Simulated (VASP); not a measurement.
Input of a VASP 6.6.1 run:

INCAR

```
SYSTEM = Pd
PREC = Accurate
ENCUT = 520
EDIFF = 1E-6
ISMEAR = 0
SIGMA = 0.15
LREAL = .False.
LASPH = .True.
NELM = 60
ALGO = Fast
ISIF = 2
LWAVE = .False.
LCHARG = .False.
GGA = PE
NBANDS = 11
```

File KPOINTS:

```
Automatic mesh
0
Gamma
  8 8 8
  0 0 0
```

POSCAR

```
Pd
1.0
    0.0000000000      1.8962775000      2.0421450000
    1.8962775000      0.0000000000      2.0421450000
    1.8962775000      1.8962775000      0.0000000000
Pd
1
Direct
    0.0000000000      0.0000000000      0.0000000000
```

Potentials or basis: VASP PAW PBE potentials, release 64 (Pd).

Launch:

```sh
$ cat potpaw_PBE.64/Pd/POTCAR > POTCAR
$ mpirun -np 1 vasp_std > vasp.out
```

Predict the band gap on the k mesh.

zero (band 5 reaches 10.46 eV, above the bottom of band 6 at 8.77 eV).

Predict the pressure.

8.8 GPa.

Stress tensor (GPa, compression positive):
```
10.56  0.00  0.00
 0.00 10.56  0.00
 0.00  0.00  5.42
```

Caveat: the cell differs from its parent crystal (strain -0.025 along x and y, +0.050 along z).
